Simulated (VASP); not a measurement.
Input of a VASP 6.6.1 run:

File INCAR:

```
SYSTEM = HfZrSe3
PREC = Accurate
ENCUT = 500
EDIFF = 1E-6
ISMEAR = 0
SIGMA = 0.15
LREAL = .FALSE.
LASPH = .TRUE.
NELM = 120
ALGO = Normal
ISIF = 2
LWAVE = .FALSE.
LCHARG = .FALSE.
GGA = PE
NBANDS = 28
GGA_COMPAT = .FALSE.
```

The input KPOINTS:

```
regular mesh
0
G
  3 3 3
  0 0 0
```

POSCAR

```
HfZrSe3
1.0
    3.5597921977      2.0552469836      2.9713259263
   -3.5597921977      2.0552469836      2.9713259263
    0.0000000000     -4.1104939672      2.9713259263
Zr Hf Se
1 1 3
Direct
    0.0000000000      0.0000000000      0.0000000000
    0.5000000000      0.5000000000      0.5000000000
    0.5000000000      0.5000000000      0.0000000000
    0.0000000000      0.5000000000      0.5000000000
    0.5000000000      0.0000000000      0.5000000000
```

Potentials or basis: VASP PAW PBE potentials, release 64 (Zr_sv, Hf_pv, Se).

The run is started by

```console
$ cat potpaw_PBE.64/Zr_sv/POTCAR potpaw_PBE.64/Hf_pv/POTCAR potpaw_PBE.64/Se/POTCAR > POTCAR
$ mpirun -np 1 vasp_std > vasp.out
```

(1) Predict the band gap on the k mesh.

(2) What does it give for the pressure?

Results:

(1) zero (band 20 reaches 4.92 eV, above the bottom of band 21 at 4.13 eV).

(2) 0.2 GPa.

Caveat: the k points lie up to 0.41 Å⁻¹ apart; spin-orbit coupling is left out, which moves the levels of the heavy elements.
